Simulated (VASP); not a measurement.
Here is a VASP 6.6.1 calculation.

File INCAR:

```
SYSTEM = Y
  PREC = Accurate
  ENCUT = 500
  EDIFF = 1E-7
  ISMEAR = -1
  SIGMA = 0.05
  LREAL = .FALSE.
  LASPH = .TRUE.
  NELM = 120
  ALGO = Normal
  ISIF = 3
  LWAVE = .FALSE.
  LCHARG = .FALSE.
  GGA = PE
  IBRION = 2
  NSW = 80
  EDIFFG = -0.01
  PSTRESS = 150.0
  GGA_COMPAT = .FALSE.
  NELMIN = 4
```

Contents of KPOINTS:

```
Automatic mesh
0
G
  6 6 6
  0 0 0
```

The input POSCAR:

```
Y
1.0
    0.0000000000      3.5000000000      3.5000000000
    3.5000000000      0.0000000000      3.5000000000
    3.5000000000      3.5000000000      0.0000000000
Y
2
Direct
    1.0000000000      1.0000000000      1.0000000000
    0.2500000000      0.2500000000      0.2500000000
```

Potentials or basis: VASP PAW PBE potentials, release 64 (Y_sv).

Run with:

```bash
$ cat potpaw_PBE.64/Y_sv/POTCAR > POTCAR
$ mpirun -np 1 vasp_std > vasp.out
```

(1) What does it give for the relaxed cell?

(2) Estimate the band gap on the k mesh.

(3) Predict the space group after relaxing (to 0.1 Å).

(4) Predict the relaxed volume.

## Answers

(1) a = 4.113 Å, b = 4.113 Å, c = 4.113 Å, α = 60.00°, β = 60.00°, γ = 60.00°.

(2) zero (bands 11 and 12 overlap by 1.47 eV).

(3) Fd-3m (No. 227).

(4) 24.60 Å³/atom.

Caveat: the cell is relaxed towards a set pressure, so the run minimises the enthalpy, not the energy; the volume moved by over 15 % at a fixed basis, so the end points are rough.
